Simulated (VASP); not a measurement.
Here is a VASP 6.6.1 calculation.

Contents of INCAR:

```
PREC = Accurate
ENCUT = 500
EDIFF = 1E-7
ISMEAR = -1
SIGMA = 0.05
LREAL = False
LASPH = True
NELM = 120
ALGO = Normal
ISIF = 3
LWAVE = False
LCHARG = False
GGA = PE
IBRION = 2
NSW = 50
EDIFFG = -0.01
GGA_COMPAT = False
NELMIN = 4
```

File KPOINTS:

```
Automatic mesh
0
Gamma
  2 2 1
```

POSCAR

```
Si
1.0
    6.0827200000      0.0000000000      0.0000000000
    0.0000000000      6.0827200000      0.0000000000
    0.0000000000      0.0000000000     12.1654400000
Si
16
Direct
    0.9965356030      0.0008200560      0.0023816560
    0.0056514460      0.5043497450      0.2500879840
    0.5012135020      0.9990983560      0.2475970380
    0.4982946050      0.5034767900      0.0004567880
    0.2488361320      0.2461321700      0.1248320010
    0.2478729420      0.7501343930      0.3758904390
    0.7416497660      0.2496709170      0.3723225270
    0.7465813910      0.7454601880      0.1270352870
    0.0024527360      0.0018216290      0.4986428060
    0.9947353420      0.4986089530      0.7503724370
    0.4997347190      0.0025138100      0.7493471950
    0.5065779080      0.5023971780      0.5036485250
    0.2508978400      0.2491501940      0.6234494400
    0.2529558510      0.7538304240      0.8752846560
    0.7514937490      0.2490040880      0.8742319190
    0.7489297750      0.7431136650      0.6231435560
```

Potentials or basis: VASP PAW PBE potentials, release 64 (Si).

Run with:

```bash
$ cat potpaw_PBE.64/Si/POTCAR > POTCAR
$ mpirun -np 1 vasp_std > vasp.out
```

(1) Predict the relaxed cell.

(2) Predict the space group after relaxing (to 0.1 Å).

Results:

(1) a = 5.485 Å, b = 5.485 Å, c = 10.969 Å, α = 90.00°, β = 90.00°, γ = 90.00°.

(2) Fd-3m (No. 227).

Caveat: the k points lie up to 0.57 Å⁻¹ apart in the final cell.
